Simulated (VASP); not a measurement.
Here is a VASP 6.6.1 calculation.

Contents of INCAR:

```
  PREC = Accurate
  ENCUT = 500
  EDIFF = 1E-7
  ISMEAR = 0
  SIGMA = 0.1
  LREAL = F
  LASPH = T
  NELM = 120
  ALGO = Normal
  ISIF = 3
  LWAVE = F
  LCHARG = F
  GGA = PE
  IBRION = 2
  NSW = 100
  EDIFFG = -0.01
  GGA_COMPAT = F
  NELMIN = 4
```

KPOINTS

```
regular mesh
0
Gamma
  10 10 10
```

File POSCAR:

```
HfB12
1.0
   -3.0159157210      3.0159157210      2.6756373708
    3.0159157210     -3.0159157210      2.6756373708
    3.0159157210      3.0159157210     -2.6756373708
Hf B
1 12
Direct
    0.0000000000      0.0000000000      0.0000000000
    0.0000000000      0.5000000000      0.0000000000
    0.0000000000      0.0000000000      0.5000000000
    0.5000000000      0.5000000000      0.5000000000
    0.5000000000      0.0000000000      0.0000000000
    0.0000000000      0.6362046560      0.6362046560
    0.3637953440      0.0000000000      0.3637953440
    0.6362046560      0.0000000000      0.6362046560
    0.0000000000      0.3637953440      0.3637953440
    0.5000000000      0.7298677229      0.2298677229
    0.2701322771      0.5000000000      0.7701322771
    0.7298677229      0.5000000000      0.2298677229
    0.5000000000      0.2701322771      0.7701322771
```

Potentials or basis: VASP PAW PBE potentials, release 64 (Hf_pv, B).

Run with:

```bash
$ cat potpaw_PBE.64/Hf_pv/POTCAR potpaw_PBE.64/B/POTCAR > POTCAR
$ mpirun -np 1 vasp_std > vasp.out
```

(1) Predict the relaxed volume.

(2) Estimate the space group after relaxing (to 0.1 Å).

Results:

(1) 7.48 Å³/atom.

(2) I4/mmm (No. 139).
